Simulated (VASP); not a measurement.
# WSe2 (Amm2) in VASP: single point with PBE+D3(BJ)

Aim: the single point of WSe2 with PBE+D3(BJ).

Everything below comes from runs of VASP 6.6.1. Logs are shortened: lines on timing, memory, paths and dates and some standing lists are left out, and cuts for length are marked.

## 1. The cell of the first run

The structure is orthorhombic, space group Amm2 (No. 38). The conventional cell has a = 12.788 Å, b = 3.279 Å, c = 5.679 Å, α = 90.00°, β = 90.00°, γ = 90.00°. W (site symmetry mm2) has 6 Se at 2.38 to 2.98 Å within 3.1 Å. Within 3.3 Å of W (site symmetry mm2) lie 6 Se at 2.53 Å and 6 W at 3.28 Å. Se (site symmetry m) has 3 W at 2.53 Å and 7 Se at 3.28 to 3.37 Å within 3.4 Å. Se (site symmetry m) has 3 W at 2.38 to 2.98 Å within 3.1 Å.

## 2. Single point, PBE+D3(BJ) (atom 1 (W) moved by -0.000 Å along [1 0 0] and -0.560 Å along [1 2 0])

INCAR

```
ALGO     = Normal         # electronic algorithm
EDIFF    = 1E-6           # SCF threshold, eV
ENCUT    = 520            # plane-wave cutoff, eV
GGA      = PE             # functional
ISIF     = 2              # what is computed and relaxed
ISMEAR   = 0              # smearing method
IVDW     = 12             # dispersion correction
LASPH    = T              # aspherical terms in the spheres
LCHARG   = F              # write CHGCAR
LREAL    = F              # projectors in reciprocal space
LWAVE    = F              # write WAVECAR
NBANDS   = 35             # bands
NELM     = 100            # most SCF steps
PREC     = Accurate       # precision mode
SIGMA    = 0.05           # smearing width, eV
```

KPOINTS

```
k-points
0
Gamma
  9 9 2
```

POSCAR

```
WSe2
1.0
    3.2790216039      0.0000000000      0.0000000000
   -1.6395108019      2.8397160085      0.0000000000
    0.0000000000      0.0000000000     12.7878979243
W Se
2 4
Direct
    0.2347319242      0.4694638484      0.2500000000
    0.6666666667      0.3333333333      0.7500000000
    0.3333333333      0.6666666667      0.6182859564
    0.6666666667      0.3333333333      0.1182859564
    0.3333333333      0.6666666667      0.8817140436
    0.6666666667      0.3333333333      0.3817140436
```

Potentials or basis: VASP PAW PBE potentials, release 64 (W_sv, Se).

On the command line:

```sh
cat potpaw_PBE.64/W_sv/POTCAR potpaw_PBE.64/Se/POTCAR > POTCAR
mpirun -np 1 vasp_std > vasp.out
```

OUTCAR:

```text
EDIFF = 1E-6
   ENCUT = 520
   GGA = PE
   ISIF = 2
   ISMEAR = 0
   IVDW = 12
   LASPH = T
   LREAL = F
   NELM = 100
   PREC = Accurate
 IVDW          = 12

 ion  position               nearest neighbor table
   1  0.235  0.469  0.250-   4 2.38   6 2.38   4 2.38   6 2.38   4 2.98   6 2.98
   2  0.667  0.333  0.750-   3 2.53   5 2.53   3 2.53   5 2.53   3 2.53   5 2.53
   3  0.333  0.667  0.618-   2 2.53   2 2.53   2 2.53
   4  0.667  0.333  0.118-   1 2.38   1 2.38   1 2.98
   5  0.333  0.667  0.882-   2 2.53   2 2.53   2 2.53
   6  0.667  0.333  0.382-   1 2.38   1 2.38   1 2.98

  LATTYP: Found a hexagonal cell.
 ALAT       =     3.2790216039
 C/A-ratio  =     3.8999126779

  Lattice vectors:

 A1 = (   3.2790216039,   0.0000000000,   0.0000000000)
 A2 = (  -1.6395108019,   2.8397160085,   0.0000000000)
 A3 = (   0.0000000000,   0.0000000000,  12.7878979243)

Analysis of symmetry for initial positions (statically):
=====================================================================
 Subroutine PRICEL returns:
 Original cell was already a primitive cell.

 Routine SETGRP: Setting up the symmetry group for a
 hexagonal supercell.

 Subroutine GETGRP returns: Found  4 space group operations
 (whereof  2 operations were pure point group operations)
 out of a pool of 24 trial point group operations.

The static configuration has the point symmetry C_1h.
 The point group associated with its full space group is C_2v.

Analysis of symmetry for dynamics (positions and initial velocities):
=====================================================================
 Subroutine PRICEL returns:
 Original cell was already a primitive cell.

 Routine SETGRP: Setting up the symmetry group for a
 hexagonal supercell.

 Subroutine GETGRP returns: Found  4 space group operations
 (whereof  2 operations were pure point group operations)
 out of a pool of 24 trial point group operations.

The dynamic configuration has the point symmetry C_1h.
 The point group associated with its full space group is C_2v.

 Subroutine INISYM returns: Found  4 space group operations
 (whereof  2 operations are pure point group operations),
 and found     1 'primitive' translations

----------------------------------------------------------------------------------------

                                     Primitive cell

  volume of cell :     119.0744

  direct lattice vectors                    reciprocal lattice vectors
     3.279021604  0.000000000  0.000000000     0.304969018  0.176073945  0.000000000
    -1.639510802  2.839716008  0.000000000     0.000000000  0.352147890  0.000000000
     0.000000000  0.000000000 12.787897924     0.000000000  0.000000000  0.078198935

  length of vectors
     3.279021604  3.279021604 12.787897924     0.352147890  0.352147890  0.078198935

  position of ions in fractional coordinates (direct lattice)
     0.234731924  0.469463848  0.250000000
     0.666666667  0.333333333  0.750000000
     0.333333333  0.666666667  0.618285956
     0.666666667  0.333333333  0.118285956
     0.333333333  0.666666667  0.881714044
     0.666666667  0.333333333  0.381714044

  ion indices of the primitive-cell ions
   primitive index   ion index
                 1           1
                 2           2
                 3           3
                 4           4
                 5           5
                 6           6

----------------------------------------------------------------------------------------

 KPOINTS: k-points

Automatic generation of k-mesh.
 Grid dimensions read from file:
 generate k-points for:    9    9    2

 Generating k-lattice:

  Cartesian coordinates                     Fractional coordinates (reciprocal lattice)
     0.033885446  0.019563772  0.000000000     0.111111111  0.000000000  0.000000000
     0.000000000  0.039127543  0.000000000     0.000000000  0.111111111  0.000000000
     0.000000000  0.000000000  0.039099468     0.000000000  0.000000000  0.500000000

  Length of vectors
     0.039127543  0.039127543  0.039099468

  Shift w.r.t. Gamma in fractional coordinates (k-lattice)
     0.000000000  0.000000000  0.000000000

 Subroutine IBZKPT returns following result:
 ===========================================

 Found     50 irreducible k-points:

 Following reciprocal coordinates:
            Coordinates               Weight
  0.000000  0.000000  0.000000      1.000000
  0.111111 -0.000000  0.000000      4.000000
  0.000000  0.111111  0.000000      2.000000
  0.222222  0.000000  0.000000      4.000000
  0.000000  0.222222  0.000000      2.000000
  0.333333  0.000000  0.000000      4.000000
[... 16 lines left out ...]
 -0.222222 -0.444444  0.000000      4.000000
  0.444444  0.333333  0.000000      4.000000
 [... further k-points ...]
   k-points           NKPTS =     50   k-points in BZ     NKDIM =     50   number of bands    NBANDS=     35
   number of dos      NEDOS =    301   number of ions     NIONS =      6
   total plane-waves  NPLWV =  55296
   dimension x,y,z NGX =    24 NGY =   24 NGZ =   96
   dimension x,y,z NGXF=    48 NGYF=   48 NGZF=  192
   ions per type =               2   4
   NGX,Y,Z   is equivalent  to a cutoff of  12.17, 12.17, 12.48 a.u.
   NGXF,Y,Z  is equivalent  to a cutoff of  24.34, 24.34, 24.96 a.u.
 SYSTEM =  unknown system
   PREC   = accura    normal or accurate (medium, high low for compatibility)
   ISTART =      0    job   : 0-new  1-cont  2-samecut
   ICHARG =      2    charge: 1-file 2-atom 10-const
   ISPIN  =      1    spin polarized calculation?
   LNONCOLLINEAR =      F non collinear calculations
   LSORBIT =      F    spin-orbit coupling
   LASPH  =      T    aspherical Exc in radial PAW
   ENCUT  =  520.0 eV  38.22 Ry    6.18 a.u.   6.10  6.10 23.78*2*pi/ulx,y,z
   NELM   =    100;   NELMIN=  2; NELMDL= -5     # of ELM steps
   EDIFF  = 0.1E-05   stopping-criterion for ELM
   LREAL  =      F    real-space projection
   EDIFFG = 0.1E-04   stopping-criterion for IOM
   NSW    =      0    number of steps for IOM
   IBRION =     -1    ionic relax: 0-MD 1-quasi-New 2-CG
   NFREE  =      0    steps in history (QN), initial steepest desc. (CG)
   ISIF   =      2    stress and relaxation
   ISYM   =      2    0-nonsym 1-usesym 2-fastsym
   POTIM  = 0.5000    time-step for ionic-motion
   TEBEG  =    0.0;   TEEND  =   0.0 temperature during run
   PSTRESS=    0.0 pullay stress
   NELECT =      52.0000    total number of electrons
   NUPDOWN=      -1.0000    fix difference up-down
   EMIN   =  10.00;   EMAX   =-10.00  energy-range for DOS
   EFERMI =   0.00;   METHOD = LEGACY
   ISMEAR =     0;   SIGMA  =   0.05  broadening in eV -4-tet -1-fermi 0-gaus
   EFERMI_NEDOS =   21; number of points for ismear=-14 and -15
   IALGO  =     38    algorithm
   IMIX   =      4    mixing-type and parameters
     AMIX     =   0.40;   BMIX     =  1.00
     AMIX_MAG =   1.60;   BMIX_MAG =  1.00
  volume/ion in A,a.u.               =      19.85       133.93
  Fermi-wavevector in a.u.,A,eV,Ry     =   1.242043  2.347120 20.989298  1.542670
  Thomas-Fermi vector in A             =   2.376414
   LORBIT       =      0    0 simple, 1 ext, 2 COOP (PROOUT), +10 PAW based schemes
   GGA     = PE    functional components
   LHFCALC =     F    Hartree Fock is set to
   AEXX    =    0.0000 exact exchange contribution
   IVDW    =    12    specifies the selected vdW correction
   LEPSILON=     F    determine dielectric tensor
   LRPA    =     F    only Hartree local field effects (RPA)
 non-spin polarized calculation
 Gauss-broadening in eV      SIGMA  =   0.05
  energy-cutoff  :      520.00
  volume of cell :      119.07
 maximum number of plane-waves:      3246
   NGX = 13   NGY = 13   NGZ = 47

 number of electron      51.9999991 magnetization

 Free energy of the ion-electron system (eV)
  ---------------------------------------------------
  ext. energy  EPLUGINS =         0.00000000
  ---------------------------------------------------
  free energy    TOTEN  =       -40.87200320 eV

  energy without entropy =      -40.87200052  energy(sigma->0) =      -40.87200186

 E-fermi :   7.0584     XC(G=0): -10.8947

 val. band max:        6.9278004798   @ k =   0.4444   0.0000   0.0000
 cond. band min:       7.1822552265   @ k =  -0.2222   0.1111   0.5000
 fundamental gap:      0.2544547467
 Fermi energy:         7.0584143339

 k-point     1 :       0.0000    0.0000    0.0000
  band No.  band energies     occupation
      1     -67.7913      2.00000
      2     -67.7852      2.00000
      3     -32.1755      2.00000
      4     -32.0434      2.00000
      5     -32.0088      2.00000
      6     -31.9053      2.00000
[... 27 lines left out ...]
     34      11.3441      0.00000
     35      11.5855      0.00000

 k-point     2 :       0.1111   -0.0000    0.0000
  band No.  band energies     occupation
      1     -67.7901      2.00000
      2     -67.7839      2.00000
      3     -32.1692      2.00000
      4     -32.0379      2.00000
      5     -32.0358      2.00000
      6     -31.9335      2.00000
[... 27 lines left out ...]
     34      11.0776      0.00000
     35      12.2470      0.00000

 k-point     3 :       0.0000    0.1111    0.0000
  band No.  band energies     occupation
      1     -67.7901      2.00000
      2     -67.7840      2.00000
      3     -32.1712      2.00000
      4     -32.0379      2.00000
      5     -32.0151      2.00000
      6     -31.9326      2.00000
[... 27 lines left out ...]
     34      11.5446      0.00000
     35      12.1897      0.00000

 k-point     4 :       0.2222    0.0000    0.0000
  band No.  band energies     occupation
      1     -67.7869      2.00000
      2     -67.7805      2.00000
      3     -32.1531      2.00000
      4     -32.1062      2.00000
      5     -32.0242      2.00000
      6     -32.0048      2.00000
[... 27 lines left out ...]
     34      10.8952      0.00000
     35      12.9847      0.00000

 k-point     5 :       0.0000    0.2222    0.0000
  band No.  band energies     occupation
      1     -67.7869      2.00000
      2     -67.7810      2.00000
      3     -32.1604      2.00000
      4     -32.0310      2.00000
      5     -32.0242      2.00000
      6     -32.0040      2.00000
[... 638 lines left out ...]
 k-point    22 :       0.3333    0.2222    0.0000
  band No.  band energies     occupation
      1     -67.7798      2.00000
      2     -67.7735      2.00000
      3     -32.2011      2.00000
      4     -32.1233      2.00000
      5     -32.1079      2.00000
      6     -32.0173      2.00000
[... 27 lines left out ...]
     34      11.5560      0.00000
     35      11.6039      0.00000

 k-point    23 :      -0.2222   -0.4444    0.0000
  band No.  band energies     occupation
      1     -67.7798      2.00000
      2     -67.7738      2.00000
      3     -32.1392      2.00000
      4     -32.1293      2.00000
      5     -32.1073      2.00000
      6     -32.0179      2.00000
[... 27 lines left out ...]
     34      11.2716      0.00000
     35      11.4505      0.00000

 k-point    24 :       0.4444    0.3333    0.0000
  band No.  band energies     occupation
      1     -67.7798      2.00000
      2     -67.7732      2.00000
      3     -32.2329      2.00000
      4     -32.1194      2.00000
      5     -32.1083      2.00000
      6     -32.0170      2.00000
[... 27 lines left out ...]
     34      11.5938      0.00000
     35      12.1778      0.00000

 [... further k-points ...]

------------------------ aborting loop because EDIFF is reached ----------------------------------------

 Edisp (eV)   -2.85383

 E8    (eV) :    -1.2731

  FORCE on cell =-STRESS in cart. coord.  units (eV):
  Direction    XX          YY          ZZ          XY          YZ          ZX
  --------------------------------------------------------------------------------------
  -------------------------------------------------------------------------------------
  Total       6.29056    -1.17933     8.41969    -0.00000     0.00000     0.00000
  in kB      84.64114   -15.86818   113.28921    -0.00000     0.00000     0.00000
  external pressure =       60.69 kB  Pullay stress =        0.00 kB

 VOLUME and BASIS-vectors are now :
 -----------------------------------------------------------------------------
  energy-cutoff  :      520.00
  volume of cell :      119.07
      direct lattice vectors                 reciprocal lattice vectors
     3.279021604  0.000000000  0.000000000     0.304969018  0.176073945  0.000000000
    -1.639510802  2.839716008  0.000000000     0.000000000  0.352147890  0.000000000
     0.000000000  0.000000000 12.787897924     0.000000000  0.000000000  0.078198935

 POSITION                                       TOTAL-FORCE (eV/Angst)
 -----------------------------------------------------------------------------------
      0.00000      1.33314      3.19697         0.000000      5.900906      0.000000
      1.63951      0.94657      9.59092        -0.000000     -0.034803      0.000000
     -0.00000      1.89314      7.90658        -0.000000     -0.021062     -0.067153
      1.63951      0.94657      1.51263        -0.000000     -2.911989     -2.503478
     -0.00000      1.89314     11.27527        -0.000000     -0.021062      0.067153
      1.63951      0.94657      4.88132        -0.000000     -2.911989      2.503478
 -----------------------------------------------------------------------------------
    total drift:                               -0.000000     -0.000385      0.000000

  FREE ENERGIE OF THE ION-ELECTRON SYSTEM (eV)
  ---------------------------------------------------
  free  energy   TOTEN  =       -43.7258378554 eV

  energy  without entropy=      -43.7258351711  energy(sigma->0) =      -43.72583651
```

Run time: 79 s. Hardware: 1 thread of Intel Xeon 6975P-C (Granite Rapids), shared host; peak memory 0.33 GiB.

What came out:

* Free energy: -43.7258 eV
* Pressure: 6.1 GPa
* Largest force: 5.901 eV/Å
* Band gap on the k mesh: 0.25 eV (least direct gap 0.68 eV)
* Dispersion energy per atom: -0.476 eV

Forces in eV/Å, atoms in the order of the input:
```
W    0.000  5.901  0.000
W    0.000 -0.035  0.000
Se   0.000 -0.021 -0.067
Se   0.000 -2.912 -2.503
Se   0.000 -0.021  0.067
Se   0.000 -2.912  2.503
```

Caveat: the cell differs from its parent crystal (atom 1 (W) moved by -0.000 Å along [1 0 0] and -0.560 Å along [1 2 0]); the stress differs along the axes, from -2 to 11 GPa; spin-orbit coupling is left out, which moves the levels of the heavy elements; forces of over 1 eV/Å act on the atoms, so gaps and moduli don't describe the material at rest.
